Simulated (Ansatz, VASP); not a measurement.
## GaN: VASP beside Ansatz

```
CELL_PARAMETERS angstrom
0.00000 -2.24909 -2.27900
0.00000 2.24909 -2.27900
4.55801 0.00000 0.00000
ATOMIC_POSITIONS crystal
Ga 0.49766 0.49766 0.50000
Ga 0.00234 0.00234 0.00000
N 0.01934 0.48066 0.25000
N 0.48066 0.01934 0.75000
```

Change from the starting cell: mode 11 frozen in at -0.087 Å, equal normal strain along x and y +0.0133.

Alike in both runs: task single point; functional PBEsol; k mesh 8 × 8 × 6; occupations gaussian, width 0.05 eV; no spin polarisation.

|  | VASP | Ansatz |
| --- | --- | --- |
| version | VASP 6.6.1 | Ansatz 0.2.0 |
| potentials or method | VASP PAW PBE potentials, release 64 (Ga_d, N), cutoff 520 eV | scalar-relativistic, plane waves, PAW |
| valence electrons in the cell | 36 | 36 |

Ansatz gave:

```
gap on the k mesh at the Fermi level (eV)                     : 1.49
least direct gap on the mesh (eV)                             : 1.49
pressure (GPa)                                                : -3.6
traceless stress, the component that is largest in VASP (GPa) : -0.45
rms of the force components (eV/Å)                            : 0.694
```

Q: What did VASP give for the same quantities?

A: gap on the k mesh at the Fermi level (eV): 1.51; least direct gap on the mesh (eV): 1.51; pressure (GPa): -3.7; traceless stress, the component that is largest in VASP (GPa): -0.46; rms of the force components (eV/Å): 0.688.

VASP's potentials were made for PBE, not for PBEsol, and Ansatz warns of the same on its side. Atom by atom the forces differ by 0.007 eV/Å (rms over components).
